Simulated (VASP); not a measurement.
Wanted: the native input for a VASP 6.6.1 run.

| Property | Result |
| --- | --- |
| Task | single point |
| Functional | r2SCAN |
| Potentials or basis | VASP PAW PBE potentials, release 64 (Al, Cu) |
| Cutoff | 520 eV |
| k mesh | 2 × 2 × 4 |
| Occupations | gaussian, width 0.1 eV |
| Spin | no spin polarisation |
| Dipole correction | no |
| Further INCAR settings | ALGO = Normal; EDIFF = 1e-07; NBANDS = 16 |

The system is Al2Cu.

```xyz
3
Lattice="4.1052 0.0000 0.0000 0.0000 4.1052 0.0000 0.0000 0.0000 2.8913" Properties=species:S:1:pos:R:3 pbc="T T T"
Al    2.0526    0.0000    1.4457
Al    0.0000    2.0526    1.4457
Cu    0.0000    0.0000    0.0000
```

These files were run (other wordings do the same):

POSCAR

```
Al2Cu
1.0
    4.1051820000      0.0000000000      0.0000000000
    0.0000000000      4.1051820000      0.0000000000
    0.0000000000      0.0000000000      2.8913130000
Al Cu
2 1
Direct
    0.5000000000      0.0000000000      0.5000000000
    0.0000000000      0.5000000000      0.5000000000
    0.0000000000      0.0000000000      0.0000000000
```

INCAR.step1

```
SYSTEM = Al2Cu
PREC = Accurate
ENCUT = 520
ISMEAR = 0
SIGMA = 0.1
LREAL = .False.
LASPH = .True.
NELM = 100
NBANDS = 16
GGA = PE
ALGO = Normal
EDIFF = 1E-4
LWAVE = .True.
LCHARG = .False.
```

INCAR.step2

```
SYSTEM = Al2Cu
PREC = Accurate
ENCUT = 520
EDIFF = 1E-7
ISMEAR = 0
SIGMA = 0.1
LREAL = .False.
LASPH = .True.
NELM = 100
ALGO = Normal
ISIF = 2
LWAVE = .False.
LCHARG = .True.
METAGGA = R2SCAN
LMIXTAU = .True.
LELF = .True.
LVHAR = .True.
NBANDS = 16
ISTART = 1
```

KPOINTS

```
Automatic mesh
0
Gamma
  2 2 4
  0 0 0
```

Potentials or basis: VASP PAW PBE potentials, release 64 (Al, Cu).

The run is started by

```console
$ cat potpaw_PBE.64/Al/POTCAR potpaw_PBE.64/Cu/POTCAR > POTCAR
$ cp INCAR.step1 INCAR
$ mpirun -np 1 vasp_std > vasp.out
$ cp INCAR.step2 INCAR
$ mpirun -np 1 vasp_std > vasp.out
```

It gave:

* Pressure: 1.4 GPa

Caveat: the k points lie up to 0.77 Å⁻¹ apart; the PAW data sets were made with another functional, which shifts forces and pressure a little.

Wall time 22 s on 1 thread of Intel(R) Xeon(R) Platinum 8488C (Sapphire Rapids), with other jobs on the host, peak memory 0.16 GiB.
